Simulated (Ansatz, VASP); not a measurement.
# One calculation of CdTe, two programs

The input INCAR:

```
PREC = Accurate ; ENCUT = 520
EDIFF = 1E-6 ; ISMEAR = 0
SIGMA = 0.05 ; LREAL = F
LASPH = T ; NELM = 100
ALGO = Normal ; ISIF = 2
LWAVE = F ; LCHARG = T
GGA = PE ; LELF = T
LVHAR = T ; NBANDS = 16
```

KPOINTS

```
Automatic mesh
0
Gamma
  10 10 10
```

The input POSCAR:

```
CdTe
1.0
    0.0000000000      3.2643664034      3.2643664034
    3.2643664034      0.0000000000      3.2643664034
    3.2643664034      3.2643664034      0.0000000000
Cd Te
1 1
Direct
    0.0000000000      0.0000000000      0.0000000000
    0.2500000000      0.2500000000      0.2500000000
```

Input for Ansatz:

```yaml
crystal:
  lattice:
    - [0.0, 3.2643664034, 3.2643664034]
    - [3.2643664034, 0.0, 3.2643664034]
    - [3.2643664034, 3.2643664034, 0.0]
  atoms:
    - { symbol: Cd, position: [0.0, 0.0, 0.0] }
    - { symbol: Te, position: [0.25, 0.25, 0.25] }
basis:
  ecutwfc: 420
  ecutrho_ratio: 4
kpoints:
  mp_grid: { grid: [10, 10, 10] }
hamiltonian:
  xc: pbe
scf:
  occupations: { method: gaussian, width: 0.05 }
output:
  forces: true
  stress: true
  eigenvalues: true
```

Alike in both runs: task single point; functional PBE; k mesh 10 × 10 × 10; occupations gaussian, width 0.05 eV; no spin polarisation.

|  | VASP | Ansatz |
| --- | --- | --- |
| version | VASP 6.6.1 | Ansatz 0.2.0 |
| potentials or method | VASP PAW PBE potentials, release 64 (Cd, Te), cutoff 520 eV | scalar-relativistic, plane waves, PAW |
| valence electrons in the cell | 18 | 36 |

|  | VASP | Ansatz | Ansatz less VASP |
| --- | --- | --- | --- |
| gap on the k mesh at the Fermi level (eV) | 0.71 | 0.71 | +0.001 |
| least direct gap on the mesh (eV) | 0.71 | 0.71 | +0.001 |
| pressure (GPa) | 1.7 | 1.6 | -0.13 |

VASP's potentials hold 18 valence electrons a cell and Ansatz's 36, so a difference there can come from the potentials and not from the codes.

Neither program's run includes spin-orbit coupling.
